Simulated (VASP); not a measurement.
# Co (Fd-3m) in VASP: notebook

The runs below take Co through single point, relaxation of cell and atoms, with BLYP.

All numbers are computed with VASP 6.6.1; they aren't measurements. Logs are shortened: lines on timing, memory, paths and dates and some standing lists are left out, and cuts for length are marked.

## 1. The cell of the first run

It takes space group Fd-3m (No. 227, cubic). The conventional cell has a = 5.195 Å, b = 5.195 Å, c = 5.195 Å, α = 90.00°, β = 90.00°, γ = 90.00°. Co (site symmetry -43m) has 4 Co at 2.25 Å within 3.0 Å.

## 2. Single point, BLYP (volume scaled by 1.12)

Contents of INCAR:

```
PREC = Accurate
ENCUT = 520
EDIFF = 1E-6
ISMEAR = -1
SIGMA = 0.1
LREAL = False
LASPH = True
NELM = 100
ALGO = Normal
ISIF = 2
LWAVE = False
LCHARG = True
GGA = B5
ALDAX = 1.0
AGGAX = 1.0
AGGAC = 1.0
ALDAC = 0.0
LELF = True
LVHAR = True
NBANDS = 16
```

Contents of KPOINTS:

```
regular mesh
0
Gamma
  12 12 12
```

Contents of POSCAR:

```
Co
1.0
    0.0000000000      2.5977491842      2.5977491842
    2.5977491842      0.0000000000      2.5977491842
    2.5977491842      2.5977491842      0.0000000000
Co
2
Direct
    0.1250000000      0.1250000000      0.1250000000
    0.8750000000      0.8750000000      0.8750000000
```

Potentials or basis: VASP PAW PBE potentials, release 64 (Co).

Launch:

```bash
$ cat potpaw_PBE.64/Co/POTCAR > POTCAR
$ mpirun -np 1 vasp_std > vasp.out
```

OUTCAR:

```text
PREC = Accurate
   ENCUT = 520
   EDIFF = 1E-6
   ISMEAR = -1
   LREAL = False
   LASPH = True
   NELM = 100
   ISIF = 2
   GGA = B5

 ion  position               nearest neighbor table
   1  0.125  0.125  0.125-   2 2.25   2 2.25   2 2.25   2 2.25
   2  0.875  0.875  0.875-   1 2.25   1 2.25   1 2.25   1 2.25

  LATTYP: Found a face centered cubic cell.
 ALAT       =     5.1954983684

  Lattice vectors:

 A1 = (   0.0000000000,   2.5977491842,   2.5977491842)
 A2 = (   2.5977491842,   0.0000000000,   2.5977491842)
 A3 = (   2.5977491842,   2.5977491842,   0.0000000000)

Analysis of symmetry for initial positions (statically):
=====================================================================
 Subroutine PRICEL returns:
 Original cell was already a primitive cell.

 Routine SETGRP: Setting up the symmetry group for a
 face centered cubic supercell.

 Subroutine GETGRP returns: Found 48 space group operations
 (whereof 12 operations were pure point group operations)
 out of a pool of 48 trial point group operations.

The static configuration has the point symmetry D_3d.
 The point group associated with its full space group is O_h .

Analysis of symmetry for dynamics (positions and initial velocities):
=====================================================================
 Subroutine PRICEL returns:
 Original cell was already a primitive cell.

 Routine SETGRP: Setting up the symmetry group for a
 face centered cubic supercell.

 Subroutine GETGRP returns: Found 48 space group operations
 (whereof 12 operations were pure point group operations)
 out of a pool of 48 trial point group operations.

The dynamic configuration has the point symmetry D_3d.
 The point group associated with its full space group is O_h .

 Subroutine INISYM returns: Found 48 space group operations
 (whereof 12 operations are pure point group operations),
 and found     1 'primitive' translations

----------------------------------------------------------------------------------------

                                     Primitive cell

  volume of cell :      35.0608

  direct lattice vectors                    reciprocal lattice vectors
     0.000000000  2.597749184  2.597749184    -0.192474317  0.192474317  0.192474317
     2.597749184  0.000000000  2.597749184     0.192474317 -0.192474317  0.192474317
     2.597749184  2.597749184  0.000000000     0.192474317  0.192474317 -0.192474317

  length of vectors
     3.673772128  3.673772128  3.673772128     0.333375296  0.333375296  0.333375296

  position of ions in fractional coordinates (direct lattice)
     0.125000000  0.125000000  0.125000000
     0.875000000  0.875000000  0.875000000

  ion indices of the primitive-cell ions
   primitive index   ion index
                 1           1
                 2           2

----------------------------------------------------------------------------------------

 KPOINTS: regular mesh

Automatic generation of k-mesh.
 Grid dimensions read from file:
 generate k-points for:   12   12   12

 Generating k-lattice:

  Cartesian coordinates                     Fractional coordinates (reciprocal lattice)
    -0.016039526  0.016039526  0.016039526     0.083333333  0.000000000  0.000000000
     0.016039526 -0.016039526  0.016039526     0.000000000  0.083333333  0.000000000
     0.016039526  0.016039526 -0.016039526     0.000000000  0.000000000  0.083333333

  Length of vectors
     0.027781275  0.027781275  0.027781275

  Shift w.r.t. Gamma in fractional coordinates (k-lattice)
     0.000000000  0.000000000  0.000000000

 Subroutine IBZKPT returns following result:
 ===========================================

 Found     72 irreducible k-points:

 Following reciprocal coordinates:
            Coordinates               Weight
  0.000000  0.000000  0.000000      1.000000
  0.083333  0.000000  0.000000      8.000000
  0.166667  0.000000  0.000000      8.000000
  0.250000  0.000000  0.000000      8.000000
  0.333333  0.000000  0.000000      8.000000
  0.416667  0.000000  0.000000      8.000000
[... 16 lines left out ...]
  0.500000  0.166667  0.000000     24.000000
 -0.416667  0.166667  0.000000     24.000000
 [... further k-points ...]
   k-points           NKPTS =     72   k-points in BZ     NKDIM =     72   number of bands    NBANDS=     16
   number of dos      NEDOS =    301   number of ions     NIONS =      2
   total plane-waves  NPLWV =  21952
   dimension x,y,z NGX =    28 NGY =   28 NGZ =   28
   dimension x,y,z NGXF=    56 NGYF=   56 NGZF=   56
   ions per type =               2
   NGX,Y,Z   is equivalent  to a cutoff of  12.67, 12.67, 12.67 a.u.
   NGXF,Y,Z  is equivalent  to a cutoff of  25.34, 25.34, 25.34 a.u.
 SYSTEM =  unknown system
   PREC   = accura    normal or accurate (medium, high low for compatibility)
   ISTART =      0    job   : 0-new  1-cont  2-samecut
   ICHARG =      2    charge: 1-file 2-atom 10-const
   ISPIN  =      1    spin polarized calculation?
   LNONCOLLINEAR =      F non collinear calculations
   LSORBIT =      F    spin-orbit coupling
   LASPH  =      T    aspherical Exc in radial PAW
   ENCUT  =  520.0 eV  38.22 Ry    6.18 a.u.   6.83  6.83  6.83*2*pi/ulx,y,z
   NELM   =    100;   NELMIN=  2; NELMDL= -5     # of ELM steps
   EDIFF  = 0.1E-05   stopping-criterion for ELM
   LREAL  =      F    real-space projection
   EDIFFG = 0.1E-04   stopping-criterion for IOM
   NSW    =      0    number of steps for IOM
   IBRION =     -1    ionic relax: 0-MD 1-quasi-New 2-CG
   NFREE  =      0    steps in history (QN), initial steepest desc. (CG)
   ISIF   =      2    stress and relaxation
   ISYM   =      2    0-nonsym 1-usesym 2-fastsym
   POTIM  = 0.5000    time-step for ionic-motion
   TEBEG  =    0.0;   TEEND  =   0.0 temperature during run
   PSTRESS=    0.0 pullay stress
   NELECT =      18.0000    total number of electrons
   NUPDOWN=      -1.0000    fix difference up-down
   EMIN   =  10.00;   EMAX   =-10.00  energy-range for DOS
   EFERMI =   0.00;   METHOD = LEGACY
   ISMEAR =    -1;   SIGMA  =   0.10  broadening in eV -4-tet -1-fermi 0-gaus
   EFERMI_NEDOS =   21; number of points for ismear=-14 and -15
   IALGO  =     38    algorithm
   IMIX   =      4    mixing-type and parameters
     AMIX     =   0.40;   BMIX     =  1.00
     AMIX_MAG =   1.60;   BMIX_MAG =  1.00
  volume/ion in A,a.u.               =      17.53       118.30
  Fermi-wavevector in a.u.,A,eV,Ry     =   1.310866  2.477178 23.379855  1.718371
  Thomas-Fermi vector in A             =   2.441367
   LORBIT       =      0    0 simple, 1 ext, 2 COOP (PROOUT), +10 PAW based schemes
   GGA     = B5    functional components
   LHFCALC =     F    Hartree Fock is set to
   AEXX    =    0.0000 exact exchange contribution
   IVDW    =     0    specifies the selected vdW correction
   LEPSILON=     F    determine dielectric tensor
   LRPA    =     F    only Hartree local field effects (RPA)
 non-spin polarized calculation
  energy-cutoff  :      520.00
  volume of cell :       35.06
 maximum number of plane-waves:       960
   NGX = 13   NGY = 13   NGZ = 13

 number of electron      17.9999999 magnetization

 Free energy of the ion-electron system (eV)
  ---------------------------------------------------
  ext. energy  EPLUGINS =         0.00000000
  ---------------------------------------------------
  free energy    TOTEN  =       -10.05054122 eV

  energy without entropy =       -9.86774719  energy(sigma->0) =       -9.95914420

 E-fermi :   5.0425     XC(G=0):  -9.9041

 val. band max:        5.0382254534   @ k =   0.5000   0.3333   0.1667
 cond. band min:       5.0438918854   @ k =   0.5000   0.3333   0.0833
 fundamental gap:      0.0056664321
 Fermi energy:         5.0425182669

 k-point     1 :       0.0000    0.0000    0.0000
  band No.  band energies     occupation
      1      -0.8942      2.00000
      2       2.6440      2.00000
      3       2.6440      2.00000
      4       2.7332      2.00000
      5       2.7332      2.00000
      6       2.7332      2.00000
[... 8 lines left out ...]
     15      17.3042      0.00000
     16      17.3042      0.00000

 k-point     2 :       0.0833    0.0000    0.0000
  band No.  band energies     occupation
      1      -0.7742      2.00000
      2       2.5692      2.00000
      3       2.5692      2.00000
      4       2.7379      2.00000
      5       2.8339      2.00000
      6       2.8339      2.00000
[... 8 lines left out ...]
     15      18.1196      0.00000
     16      18.1423      0.00000

 k-point     3 :       0.1667    0.0000    0.0000
  band No.  band energies     occupation
      1      -0.4213      2.00000
      2       2.5070      2.00000
      3       2.5070      2.00000
      4       2.7562      2.00000
      5       2.9562      2.00000
      6       2.9562      2.00000
[... 8 lines left out ...]
     15      18.0889      0.00000
     16      18.9046      0.00000

 k-point     4 :       0.2500    0.0000    0.0000
  band No.  band energies     occupation
      1       0.1377      2.00000
      2       2.4967      2.00000
      3       2.4967      2.00000
      4       2.7951      2.00000
      5       3.0176      2.00000
      6       3.0176      2.00000
[... 8 lines left out ...]
     15      17.8210      0.00000
     16      18.7213      0.00000
[... 324 lines left out ...]
 k-point    22 :       0.4167    0.1667    0.0000
  band No.  band energies     occupation
      1       1.4332      2.00000
      2       2.2617      2.00000
      3       2.7551      2.00000
      4       2.7616      2.00000
      5       2.9948      2.00000
      6       3.1995      2.00000
[... 8 lines left out ...]
     15      15.6755      0.00000
     16      19.3566      0.00000

 k-point    23 :       0.5000    0.1667    0.0000
  band No.  band energies     occupation
      1       1.9815      2.00000
      2       2.2952      2.00000
      3       2.6899      2.00000
      4       2.7036      2.00000
      5       3.0545      2.00000
      6       3.1239      2.00000
[... 8 lines left out ...]
     15      15.7252      0.00000
     16      19.7387      0.00000

 k-point    24 :      -0.4167    0.1667    0.0000
  band No.  band energies     occupation
      1       2.0380      2.00000
      2       2.4129      2.00000
      3       2.5730      2.00000
      4       2.7010      2.00000
      5       3.0208      2.00000
      6       3.1596      2.00000
[... 8 lines left out ...]
     15      15.9449      0.00000
     16      19.3099      0.00000

 [... further k-points ...]
[... 5 lines left out ...]
  --------------------------------------------------------------------------------------
  -------------------------------------------------------------------------------------
  Total       -2.1526485     -2.1526485     -2.1526485     -0.0000000      0.0000000      0.0000000
  in kB      -98.3698605    -98.3698605    -98.3698605     -0.0000000      0.0000000      0.0000000
  external PRESSURE =     -98.3698605 kB  Pullay stress =       0.0000000 kB

 VOLUME and BASIS-vectors are now :
 -----------------------------------------------------------------------------
  energy-cutoff  :      520.00
  volume of cell :       35.06
      direct lattice vectors                 reciprocal lattice vectors
     0.000000000  2.597749184  2.597749184    -0.192474317  0.192474317  0.192474317
     2.597749184  0.000000000  2.597749184     0.192474317 -0.192474317  0.192474317
     2.597749184  2.597749184  0.000000000     0.192474317  0.192474317 -0.192474317

 POSITION                                       TOTAL-FORCE (eV/Angst)
 -----------------------------------------------------------------------------------
      0.64944      0.64944      0.64944        -0.000000     -0.000000     -0.000000
      4.54606      4.54606      4.54606         0.000000      0.000000      0.000000
 -----------------------------------------------------------------------------------
    total drift:                                0.000000      0.000000      0.000000

  FREE ENERGIE OF THE ION-ELECTRON SYSTEM (eV)
  ---------------------------------------------------
  free  energy   TOTEN  =       -10.0505412178 eV

  energy  without entropy=       -9.8677471904  energy(sigma->0) =       -9.95914420
```

Wall time 26 s (1 thread of Intel Xeon 6975P-C, shared host); peak memory 0.17 GiB.

Results:

| Quantity | Value |
| --- | --- |
| Free energy | -10.0505 eV |
| Pressure | -9.8 GPa |
| Band gap on the k mesh | zero (band 9 reaches 5.41 eV, above the bottom of band 10 at 4.83 eV) |

Levels at points of the mesh, in eV from the Fermi level:
```
           k point  band 5  band 6  band 7  band 8  band 9  band 10  band 11  band 12  band 13  band 14
(0.00, 0.00, 0.00)   -2.31   -2.31   -0.83   -0.83   -0.83     0.21     0.21    11.79    11.79    11.79
(0.50, 0.00, 0.00)   -2.27   -2.27   -0.97   -0.48   -0.48     0.06     0.06     1.18     8.60     8.60
(0.50, 0.50, 0.00)   -1.75   -1.75   -1.05   -1.05    0.20     0.20     1.64     1.64     4.62     4.62
```

Caveat: the PAW data sets were made with another functional, which shifts forces and pressure a little; the run has no spin polarisation, though such a crystal can be magnetic. Spin polarisation is off, so any magnetic state and its effect on volume and gap are missing.

[end of part 1 of 4]
